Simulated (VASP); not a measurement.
# GaN (F-43m) in VASP: a series of runs

The runs below take GaN through single point, with RPBE, LDA, PBEsol+D3(BJ).

All numbers are computed with VASP 6.6.1; they aren't measurements. Logs are shortened: lines on timing, memory, paths and dates and some standing lists are left out, and cuts for length are marked.

## Step 1: The cell of the first run

The structure is cubic, space group F-43m (No. 216). Conventional cell: a = 4.584 Å, b = 4.584 Å, c = 4.584 Å, α = 90.00°, β = 90.00°, γ = 90.00°. Ga (site symmetry -43m) has 4 N at 1.99 Å within 2.6 Å. Within 2.6 Å of N (site symmetry -43m) lie 4 Ga at 1.99 Å.

## Step 2: Single point, RPBE

The input, INCAR:

```
ALGO = Normal
EDIFF = 1E-6
ENCUT = 520
GGA = RP
ISIF = 2
ISMEAR = -1
LASPH = T
LCHARG = F
LREAL = F
LWAVE = F
NBANDS = 16
NELM = 60
PREC = Accurate
SIGMA = 0.05
```

The input, KPOINTS:

```
k-points
0
Gamma
  10 10 10
```

The input, POSCAR:

```
GaN
1.0
    0.0000000000      2.2920983392      2.2920983392
    2.2920983392      0.0000000000      2.2920983392
    2.2920983392      2.2920983392      0.0000000000
Ga N
1 1
Direct
    0.0000000000      0.0000000000      0.0000000000
    0.2500000000      0.2500000000      0.2500000000
```

Potentials or basis: VASP PAW PBE potentials, release 64 (Ga_d, N).

Command:

```
> cat potpaw_PBE.64/Ga_d/POTCAR potpaw_PBE.64/N/POTCAR > POTCAR
> mpirun -np 1 vasp_std > vasp.out
```

OUTCAR:

```text
EDIFF = 1E-6
   ENCUT = 520
   GGA = RP
   ISIF = 2
   ISMEAR = -1
   LASPH = T
   LREAL = F
   NELM = 60
   PREC = Accurate

 ion  position               nearest neighbor table
   1  0.000  0.000  0.000-   2 1.99   2 1.99   2 1.99   2 1.99
   2  0.250  0.250  0.250-   1 1.99   1 1.99   1 1.99   1 1.99

  LATTYP: Found a face centered cubic cell.
 ALAT       =     4.5841966784

  Lattice vectors:

 A1 = (   0.0000000000,   2.2920983392,   2.2920983392)
 A2 = (   2.2920983392,   0.0000000000,   2.2920983392)
 A3 = (   2.2920983392,   2.2920983392,   0.0000000000)

Analysis of symmetry for initial positions (statically):
=====================================================================
 Subroutine PRICEL returns:
 Original cell was already a primitive cell.

 Routine SETGRP: Setting up the symmetry group for a
 face centered cubic supercell.

 Subroutine GETGRP returns: Found 24 space group operations
 (whereof 24 operations were pure point group operations)
 out of a pool of 48 trial point group operations.

The static configuration has the point symmetry T_d .

Analysis of symmetry for dynamics (positions and initial velocities):
=====================================================================
 Subroutine PRICEL returns:
 Original cell was already a primitive cell.

 Routine SETGRP: Setting up the symmetry group for a
 face centered cubic supercell.

 Subroutine GETGRP returns: Found 24 space group operations
 (whereof 24 operations were pure point group operations)
 out of a pool of 48 trial point group operations.

The dynamic configuration has the point symmetry T_d .

 Subroutine INISYM returns: Found 24 space group operations
 (whereof 24 operations are pure point group operations),
 and found     1 'primitive' translations

----------------------------------------------------------------------------------------

                                     Primitive cell

  volume of cell :      24.0841

  direct lattice vectors                    reciprocal lattice vectors
     0.000000000  2.292098339  2.292098339    -0.218140728  0.218140728  0.218140728
     2.292098339  0.000000000  2.292098339     0.218140728 -0.218140728  0.218140728
     2.292098339  2.292098339  0.000000000     0.218140728  0.218140728 -0.218140728

  length of vectors
     3.241516558  3.241516558  3.241516558     0.377830824  0.377830824  0.377830824

  position of ions in fractional coordinates (direct lattice)
     0.000000000  0.000000000  0.000000000
     0.250000000  0.250000000  0.250000000

  ion indices of the primitive-cell ions
   primitive index   ion index
                 1           1
                 2           2

----------------------------------------------------------------------------------------

 KPOINTS: k-points

Automatic generation of k-mesh.
 Grid dimensions read from file:
 generate k-points for:   10   10   10

 Generating k-lattice:

  Cartesian coordinates                     Fractional coordinates (reciprocal lattice)
    -0.021814073  0.021814073  0.021814073     0.100000000  0.000000000  0.000000000
     0.021814073 -0.021814073  0.021814073     0.000000000  0.100000000  0.000000000
     0.021814073  0.021814073 -0.021814073     0.000000000  0.000000000  0.100000000

  Length of vectors
     0.037783082  0.037783082  0.037783082

  Shift w.r.t. Gamma in fractional coordinates (k-lattice)
     0.000000000  0.000000000  0.000000000

 Subroutine IBZKPT returns following result:
 ===========================================

 Found     47 irreducible k-points:

 Following reciprocal coordinates:
            Coordinates               Weight
  0.000000  0.000000  0.000000      1.000000
  0.100000  0.000000  0.000000      8.000000
  0.200000  0.000000  0.000000      8.000000
  0.300000  0.000000  0.000000      8.000000
  0.400000  0.000000  0.000000      8.000000
  0.500000  0.000000  0.000000      4.000000
[... 16 lines left out ...]
  0.300000  0.300000  0.000000      6.000000
  0.400000  0.300000  0.000000     24.000000
 [... further k-points ...]
   k-points           NKPTS =     47   k-points in BZ     NKDIM =     47   number of bands    NBANDS=     16
   number of dos      NEDOS =    301   number of ions     NIONS =      2
   total plane-waves  NPLWV =  13824
   dimension x,y,z NGX =    24 NGY =   24 NGZ =   24
   dimension x,y,z NGXF=    48 NGYF=   48 NGZF=   48
   ions per type =               1   1
   NGX,Y,Z   is equivalent  to a cutoff of  12.31, 12.31, 12.31 a.u.
   NGXF,Y,Z  is equivalent  to a cutoff of  24.62, 24.62, 24.62 a.u.
 SYSTEM =  unknown system
   PREC   = accura    normal or accurate (medium, high low for compatibility)
   ISTART =      0    job   : 0-new  1-cont  2-samecut
   ICHARG =      2    charge: 1-file 2-atom 10-const
   ISPIN  =      1    spin polarized calculation?
   LNONCOLLINEAR =      F non collinear calculations
   LSORBIT =      F    spin-orbit coupling
   LASPH  =      T    aspherical Exc in radial PAW
   ENCUT  =  520.0 eV  38.22 Ry    6.18 a.u.   6.03  6.03  6.03*2*pi/ulx,y,z
   NELM   =     60;   NELMIN=  2; NELMDL= -5     # of ELM steps
   EDIFF  = 0.1E-05   stopping-criterion for ELM
   LREAL  =      F    real-space projection
   EDIFFG = 0.1E-04   stopping-criterion for IOM
   NSW    =      0    number of steps for IOM
   IBRION =     -1    ionic relax: 0-MD 1-quasi-New 2-CG
   NFREE  =      0    steps in history (QN), initial steepest desc. (CG)
   ISIF   =      2    stress and relaxation
   ISYM   =      2    0-nonsym 1-usesym 2-fastsym
   POTIM  = 0.5000    time-step for ionic-motion
   TEBEG  =    0.0;   TEEND  =   0.0 temperature during run
   PSTRESS=    0.0 pullay stress
   NELECT =      18.0000    total number of electrons
   NUPDOWN=      -1.0000    fix difference up-down
   EMIN   =  10.00;   EMAX   =-10.00  energy-range for DOS
   EFERMI =   0.00;   METHOD = LEGACY
   ISMEAR =    -1;   SIGMA  =   0.05  broadening in eV -4-tet -1-fermi 0-gaus
   EFERMI_NEDOS =   21; number of points for ismear=-14 and -15
   IALGO  =     38    algorithm
   IMIX   =      4    mixing-type and parameters
     AMIX     =   0.40;   BMIX     =  1.00
     AMIX_MAG =   1.60;   BMIX_MAG =  1.00
  volume/ion in A,a.u.               =      12.04        81.26
  Fermi-wavevector in a.u.,A,eV,Ry     =   1.485670  2.807510 30.030997  2.207216
  Thomas-Fermi vector in A             =   2.599053
   LORBIT       =      0    0 simple, 1 ext, 2 COOP (PROOUT), +10 PAW based schemes
   GGA     = RP    functional components
   LHFCALC =     F    Hartree Fock is set to
   AEXX    =    0.0000 exact exchange contribution
   IVDW    =     0    specifies the selected vdW correction
   LEPSILON=     F    determine dielectric tensor
   LRPA    =     F    only Hartree local field effects (RPA)
 non-spin polarized calculation
  energy-cutoff  :      520.00
  volume of cell :       24.08
 maximum number of plane-waves:       662
   NGX = 13   NGY = 13   NGZ = 13

 number of electron      17.9999983 magnetization

 Free energy of the ion-electron system (eV)
  ---------------------------------------------------
  ext. energy  EPLUGINS =         0.00000000
  ---------------------------------------------------
  free energy    TOTEN  =       -11.33602402 eV

  energy without entropy =      -11.33602401  energy(sigma->0) =      -11.33602401

 E-fermi :   5.6516     XC(G=0): -11.1988

 val. band max:        4.8796139649   @ k =   0.0000   0.0000   0.0000
 cond. band min:       6.3291449922   @ k =   0.0000   0.0000   0.0000
 fundamental gap:      1.4495310273
 Fermi energy:         5.6515632483

 k-point     1 :       0.0000    0.0000    0.0000
  band No.  band energies     occupation
      1     -10.6722      2.00000
      2      -8.5389      2.00000
      3      -8.5389      2.00000
      4      -8.5389      2.00000
      5      -8.2681      2.00000
      6      -8.2681      2.00000
[... 8 lines left out ...]
     15      23.4428      0.00000
     16      23.4428      0.00000

 k-point     2 :       0.1000    0.0000    0.0000
  band No.  band energies     occupation
      1     -10.5757      2.00000
      2      -8.5273      2.00000
      3      -8.5273      2.00000
      4      -8.4955      2.00000
      5      -8.2691      2.00000
      6      -8.2691      2.00000
[... 8 lines left out ...]
     15      22.1401      0.00000
     16      22.1568      0.00000

 k-point     3 :       0.2000    0.0000    0.0000
  band No.  band energies     occupation
      1     -10.3401      2.00000
      2      -8.5003      2.00000
      3      -8.5003      2.00000
      4      -8.3208      2.00000
      5      -8.2678      2.00000
      6      -8.2678      2.00000
[... 8 lines left out ...]
     15      21.3853      0.00000
     16      21.3853      0.00000

 k-point     4 :       0.3000    0.0000    0.0000
  band No.  band energies     occupation
      1     -10.1049      2.00000
      2      -8.4763      2.00000
      3      -8.4763      2.00000
      4      -8.2560      2.00000
      5      -8.2560      2.00000
      6      -7.9216      2.00000
[... 8 lines left out ...]
     15      21.8126      0.00000
     16      21.8126      0.00000

 k-point     5 :       0.4000    0.0000    0.0000
  band No.  band energies     occupation
      1      -9.9737      2.00000
      2      -8.4659      2.00000
      3      -8.4659      2.00000
      4      -8.2369      2.00000
      5      -8.2369      2.00000
      6      -7.3544      2.00000
[... 8 lines left out ...]
     15      23.1090      0.00000
     16      23.1090      0.00000

 k-point     6 :       0.5000    0.0000    0.0000
  band No.  band energies     occupation
      1      -9.9373      2.00000
      2      -8.4640      2.00000
      3      -8.4640      2.00000
      4      -8.2273      2.00000
      5      -8.2273      2.00000
      6      -7.0400      2.00000
[... 8 lines left out ...]
     15      24.0353      0.00000
     16      24.0353      0.00000
[... 267 lines left out ...]
 k-point    21 :      -0.3000    0.2000    0.0000
  band No.  band energies     occupation
      1      -9.9187      2.00000
      2      -8.4547      2.00000
      3      -8.4187      2.00000
      4      -8.2727      2.00000
      5      -8.2667      2.00000
      6      -7.2303      2.00000
[... 8 lines left out ...]
     15      21.7614      0.00000
     16      24.9776      0.00000

 k-point    22 :      -0.2000    0.2000    0.0000
  band No.  band energies     occupation
      1     -10.0333      2.00000
      2      -8.4613      2.00000
      3      -8.4501      2.00000
      4      -8.2861      2.00000
      5      -8.2710      2.00000
      6      -7.7594      2.00000
[... 8 lines left out ...]
     15      21.8615      0.00000
     16      24.9176      0.00000

 k-point    23 :       0.3000    0.3000    0.0000
  band No.  band energies     occupation
      1      -9.9663      2.00000
      2      -8.4007      2.00000
      3      -8.3768      2.00000
      4      -8.3768      2.00000
      5      -8.2249      2.00000
      6      -7.7303      2.00000
[... 8 lines left out ...]
     15      26.4266      0.00000
     16      26.5749      0.00000

 k-point    24 :       0.4000    0.3000    0.0000
  band No.  band energies     occupation
      1      -9.8818      2.00000
      2      -8.4193      2.00000
      3      -8.3475      2.00000
      4      -8.3470      2.00000
      5      -8.2161      2.00000
      6      -7.2981      2.00000
[... 8 lines left out ...]
     15      26.4365      0.00000
     16      26.7878      0.00000

 [... further k-points ...]
[... 5 lines left out ...]
  --------------------------------------------------------------------------------------
  -------------------------------------------------------------------------------------
  Total       -0.0106398     -0.0106398     -0.0106398      0.0000000      0.0000000      0.0000000
  in kB       -0.7078066     -0.7078066     -0.7078066      0.0000000      0.0000000      0.0000000
  external PRESSURE =      -0.7078066 kB  Pullay stress =       0.0000000 kB

 VOLUME and BASIS-vectors are now :
 -----------------------------------------------------------------------------
  energy-cutoff  :      520.00
  volume of cell :       24.08
      direct lattice vectors                 reciprocal lattice vectors
     0.000000000  2.292098339  2.292098339    -0.218140728  0.218140728  0.218140728
     2.292098339  0.000000000  2.292098339     0.218140728 -0.218140728  0.218140728
     2.292098339  2.292098339  0.000000000     0.218140728  0.218140728 -0.218140728

 POSITION                                       TOTAL-FORCE (eV/Angst)
 -----------------------------------------------------------------------------------
      0.00000      0.00000      0.00000         0.000000      0.000000      0.000000
      1.14605      1.14605      1.14605        -0.000000     -0.000000     -0.000000
 -----------------------------------------------------------------------------------
    total drift:                                0.000001      0.000001      0.000001

  FREE ENERGIE OF THE ION-ELECTRON SYSTEM (eV)
  ---------------------------------------------------
  free  energy   TOTEN  =       -11.3360240163 eV

  energy  without entropy=      -11.3360240122  energy(sigma->0) =      -11.33602401
```

Run time: 11 s. Hardware: 1 thread of Intel Xeon Platinum 8259CL at 2.50GHz (Skylake/Cascade Lake), shared host; peak memory 0.15 GiB.

Results:

- Free energy: -11.3360 eV
- Pressure: -0.1 GPa
- Band gap on the k mesh: 1.45 eV, direct

Levels at points of the mesh, in eV from the valence-band top:
```tsv
k point	band 5	band 6	band 7	band 8	band 9	band 10	band 11	band 12	band 13	band 14
(0.00, 0.00, 0.00)	-13.15	-13.15	0.00	0.00	0.00	1.45	10.06	10.06	10.06	17.10
(0.50, 0.00, 0.00)	-13.11	-11.92	-6.68	-0.90	-0.90	4.37	8.56	10.16	10.16	15.36
(0.50, 0.50, 0.00)	-13.08	-11.50	-5.88	-2.52	-2.52	3.40	6.45	11.50	13.53	13.53
```

Caveat: the PAW data sets were made with another functional, which shifts forces and pressure a little.

[end of part 1 of 2]
